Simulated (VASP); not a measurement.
# Si (P6mm) in VASP: further runs, part 2 of 2

VASP 6.6.1. The steps go on from the part before.

## 3. Single point, LDA (atom 1 (Si) moved +0.125 Å towards its neighbour atom 2 (Si) at 2.471 Å)

File INCAR:

```
PREC = Accurate ; ENCUT = 520
EDIFF = 1E-6 ; ISMEAR = 0
SIGMA = 0.15 ; LREAL = False
LASPH = True ; NELM = 80
ALGO = Normal ; ISIF = 2
LWAVE = False ; LCHARG = False
NBANDS = 26
```

File KPOINTS:

```
Automatic mesh
0
Gamma
  12 12 12
```

File POSCAR:

```
Si
1.0
    0.0000000000      0.0000000000      4.9415225221
    2.6084913959     -4.5180396286      0.0000000000
    2.6084913958      4.5180396287      0.0000000000
Si
8
Direct
   -0.0252958475      0.5000000000      0.0000000000
    0.5000000000      0.5000000000      0.0000000000
    0.0000000000      0.0000000000      0.0000000000
    0.5000000000      0.0000000000      0.0000000000
    0.0000000000      0.5000000000      0.5000000000
    0.5000000000      0.5000000000      0.5000000000
    0.0000000000      0.0000000000      0.5000000000
    0.5000000000      0.0000000000      0.5000000000
```

Potentials or basis: VASP PAW LDA potentials, release 64 (Si).

Launch:

```
> cat potpaw_LDA.64/Si/POTCAR > POTCAR
> mpirun -np 1 vasp_std > vasp.out
```

OUTCAR:

```text
PREC = Accurate
   ENCUT = 520
   EDIFF = 1E-6
   ISMEAR = 0
   LREAL = False
   LASPH = True
   NELM = 80
   ISIF = 2

 ion  position               nearest neighbor table
   1  0.975  0.500  0.000-   2 2.35   2 2.60   3 2.61   3 2.61   5 2.61   5 2.61   7 2.61   7 2.61

   2  0.500  0.500  0.000-   1 2.35   1 2.60   4 2.61   4 2.61   6 2.61   6 2.61   8 2.61   8 2.61

   3  0.000  0.000  0.000-   4 2.47   4 2.47   7 2.61   7 2.61   5 2.61   5 2.61   1 2.61   1 2.61
[... 7 lines left out ...]
   7  0.000  0.000  0.500-   8 2.47   8 2.47   5 2.61   5 2.61   3 2.61   3 2.61   1 2.61   1 2.61

   8  0.500  0.000  0.500-   7 2.47   7 2.47   6 2.61   6 2.61   4 2.61   4 2.61   2 2.61   2 2.61

  LATTYP: Found a hexagonal cell.
 ALAT       =     5.2169827916
 C/A-ratio  =     0.9471993141

  Lattice vectors:

 A1 = (   2.6084913959,  -4.5180396286,   0.0000000000)
 A2 = (   2.6084913958,   4.5180396287,   0.0000000000)
 A3 = (   0.0000000000,   0.0000000000,   4.9415225221)

Analysis of symmetry for initial positions (statically):
=====================================================================
 Subroutine PRICEL returns:
 Original cell was already a primitive cell.

 Routine SETGRP: Setting up the symmetry group for a
 hexagonal supercell.

 Subroutine GETGRP returns: Found 12 space group operations
 (whereof  4 operations were pure point group operations)
 out of a pool of 24 trial point group operations.

The static configuration has the point symmetry C_2v.
 The point group associated with its full space group is C_6v.

Analysis of symmetry for dynamics (positions and initial velocities):
=====================================================================
 Subroutine PRICEL returns:
 Original cell was already a primitive cell.

 Routine SETGRP: Setting up the symmetry group for a
 hexagonal supercell.

 Subroutine GETGRP returns: Found 12 space group operations
 (whereof  4 operations were pure point group operations)
 out of a pool of 24 trial point group operations.

The dynamic configuration has the point symmetry C_2v.
 The point group associated with its full space group is C_6v.

 Subroutine INISYM returns: Found 12 space group operations
 (whereof  4 operations are pure point group operations),
 and found     1 'primitive' translations

----------------------------------------------------------------------------------------

                                     Primitive cell

  volume of cell :     116.4743

  direct lattice vectors                    reciprocal lattice vectors
     0.000000000  0.000000000  4.941522522     0.000000000  0.000000000  0.202366780
     2.608491396 -4.518039629  0.000000000     0.191681675 -0.110667467  0.000000000
     2.608491396  4.518039629  0.000000000     0.191681675  0.110667467  0.000000000

  length of vectors
     4.941522522  5.216982792  5.216982792     0.202366780  0.221334933  0.221334933

  position of ions in fractional coordinates (direct lattice)
     0.974704153  0.500000000  1.000000000
     0.500000000  0.500000000  1.000000000
     0.000000000  0.000000000  0.000000000
     0.500000000  0.000000000  0.000000000
     0.000000000  0.500000000  0.500000000
     0.500000000  0.500000000  0.500000000
     0.000000000  0.000000000  0.500000000
     0.500000000  0.000000000  0.500000000

[... 44 lines left out ...]
  0.416667  0.000000  0.000000      2.000000
[... 16 lines left out ...]
  0.083333  0.250000  0.000000     12.000000
  0.166667  0.250000  0.000000     12.000000
 [... further k-points ...]
   k-points           NKPTS =    133   k-points in BZ     NKDIM =    133   number of bands    NBANDS=     26
   number of dos      NEDOS =    301   number of ions     NIONS =      8
   total plane-waves  NPLWV =  64000
   dimension x,y,z NGX =    40 NGY =   40 NGZ =   40
   dimension x,y,z NGXF=    80 NGYF=   80 NGZF=   80
   ions per type =               8
   NGX,Y,Z   is equivalent  to a cutoff of  13.46, 12.75, 12.75 a.u.
   NGXF,Y,Z  is equivalent  to a cutoff of  26.91, 25.49, 25.49 a.u.
 SYSTEM =  unknown system
   PREC   = accura    normal or accurate (medium, high low for compatibility)
   ISTART =      0    job   : 0-new  1-cont  2-samecut
   ICHARG =      2    charge: 1-file 2-atom 10-const
   ISPIN  =      1    spin polarized calculation?
   LNONCOLLINEAR =      F non collinear calculations
   LSORBIT =      F    spin-orbit coupling
   LASPH  =      T    aspherical Exc in radial PAW
   ENCUT  =  520.0 eV  38.22 Ry    6.18 a.u.   9.19  9.70  9.70*2*pi/ulx,y,z
   NELM   =     80;   NELMIN=  2; NELMDL= -5     # of ELM steps
   EDIFF  = 0.1E-05   stopping-criterion for ELM
   LREAL  =      F    real-space projection
   EDIFFG = 0.1E-04   stopping-criterion for IOM
   NSW    =      0    number of steps for IOM
   IBRION =     -1    ionic relax: 0-MD 1-quasi-New 2-CG
   NFREE  =      0    steps in history (QN), initial steepest desc. (CG)
   ISIF   =      2    stress and relaxation
   ISYM   =      2    0-nonsym 1-usesym 2-fastsym
   POTIM  = 0.5000    time-step for ionic-motion
   TEBEG  =    0.0;   TEEND  =   0.0 temperature during run
   PSTRESS=    0.0 pullay stress
   NELECT =      32.0000    total number of electrons
   NUPDOWN=      -1.0000    fix difference up-down
   EMIN   =  10.00;   EMAX   =-10.00  energy-range for DOS
   EFERMI =   0.00;   METHOD = LEGACY
   ISMEAR =     0;   SIGMA  =   0.15  broadening in eV -4-tet -1-fermi 0-gaus
   EFERMI_NEDOS =   21; number of points for ismear=-14 and -15
   IALGO  =     38    algorithm
   IMIX   =      4    mixing-type and parameters
     AMIX     =   0.40;   BMIX     =  1.00
     AMIX_MAG =   1.60;   BMIX_MAG =  1.00
  volume/ion in A,a.u.               =      14.56        98.25
  Fermi-wavevector in a.u.,A,eV,Ry     =   1.064261  2.011161 15.410654  1.132651
  Thomas-Fermi vector in A             =   2.199773
   LORBIT       =      0    0 simple, 1 ext, 2 COOP (PROOUT), +10 PAW based schemes
   GGA     = CA    functional components
   LHFCALC =     F    Hartree Fock is set to
   AEXX    =    0.0000 exact exchange contribution
   IVDW    =     0    specifies the selected vdW correction
   LEPSILON=     F    determine dielectric tensor
   LRPA    =     F    only Hartree local field effects (RPA)
 non-spin polarized calculation
 Gauss-broadening in eV      SIGMA  =   0.15
  energy-cutoff  :      520.00
  volume of cell :      116.47
 maximum number of plane-waves:      3187
 NGX is ok and might be reduce to    40
   NGX = 19   NGY = 19   NGZ = 19

 number of electron      32.0000001 magnetization

 Free energy of the ion-electron system (eV)
  ---------------------------------------------------
  ext. energy  EPLUGINS =         0.00000000
  ---------------------------------------------------
  free energy    TOTEN  =       -45.85444251 eV

  energy without entropy =      -45.82016482  energy(sigma->0) =      -45.83730367

 E-fermi :   9.7829     XC(G=0): -11.1777

 val. band max:        9.7766900166   @ k =   0.0000   0.4167   0.1667
 cond. band min:       9.7847151683   @ k =   0.5000   0.4167   0.0833
 fundamental gap:      0.0080251516
 Fermi energy:         9.7829059026

 k-point     1 :       0.0000    0.0000    0.0000
  band No.  band energies     occupation
      1      -4.4120      2.00000
      2       0.4330      2.00000
      3       2.0173      2.00000
      4       2.1616      2.00000
      5       2.1616      2.00000
      6       2.6290      2.00000
[... 685 lines left out ...]
     25      15.2660      0.00000
     26      15.3524      0.00000

 [... further k-points ...]

------------------------ aborting loop because EDIFF is reached ----------------------------------------

  FORCE on cell =-STRESS in cart. coord.  units (eV):
  Direction    XX          YY          ZZ          XY          YZ          ZX
  --------------------------------------------------------------------------------------
  -------------------------------------------------------------------------------------
  Total        0.6103113      0.6103113     -0.3563297      0.0000000     -0.0000000      0.0000000
  in kB        8.3952147      8.3952147     -4.9015376      0.0000000     -0.0000000      0.0000000
  external PRESSURE =       3.9629639 kB  Pullay stress =       0.0000000 kB

 VOLUME and BASIS-vectors are now :
 -----------------------------------------------------------------------------
  energy-cutoff  :      520.00
  volume of cell :      116.47
      direct lattice vectors                 reciprocal lattice vectors
     0.000000000  0.000000000  4.941522522     0.000000000  0.000000000  0.202366780
     2.608491396 -4.518039629  0.000000000     0.191681675 -0.110667467  0.000000000
     2.608491396  4.518039629  0.000000000     0.191681675  0.110667467  0.000000000

 POSITION                                       TOTAL-FORCE (eV/Angst)
 -----------------------------------------------------------------------------------
      1.30425     -2.25902      4.81652         0.000000      0.000000      0.899883
      1.30425     -2.25902      2.47076        -0.000000     -0.000000     -0.706824
      0.00000      0.00000      0.00000         0.000000     -0.000000      0.007801
      0.00000      0.00000      2.47076         0.000000     -0.000000     -0.072154
      2.60849      0.00000      0.00000         0.000000     -0.000000      0.007801
      2.60849      0.00000      2.47076        -0.000000     -0.000000     -0.072154
      1.30425      2.25902      0.00000         0.000000     -0.000000      0.007801
      1.30425      2.25902      2.47076         0.000000     -0.000000     -0.072154
 -----------------------------------------------------------------------------------
    total drift:                                0.000000      0.000000     -0.000004

  FREE ENERGIE OF THE ION-ELECTRON SYSTEM (eV)
  ---------------------------------------------------
  free  energy   TOTEN  =       -45.8544425084 eV

  energy  without entropy=      -45.8201648228  energy(sigma->0) =      -45.83730367
```

Wall time 7.4 min (1 thread of AMD EPYC 7R43 (Zen 3), shared host); peak memory 0.32 GiB.

What came out:

| Item | Value |
| --- | --- |
| Free energy | -45.8544 eV |
| Pressure | 0.4 GPa |
| Largest force | 0.900 eV/Å |
| Band gap on the k mesh | zero (bands 16 and 17 overlap by 3.42 eV) |

Forces on the atoms (eV/Å):
```
Si   0.000  0.000  0.900
Si   0.000  0.000 -0.707
Si   0.000  0.000  0.008
Si   0.000  0.000 -0.072
Si   0.000  0.000  0.008
Si   0.000  0.000 -0.072
Si   0.000  0.000  0.008
Si   0.000  0.000 -0.072
```

Caveat: the cell differs from its parent crystal (atom 1 (Si) moved +0.125 Å towards its neighbour atom 2 (Si) at 2.471 Å).
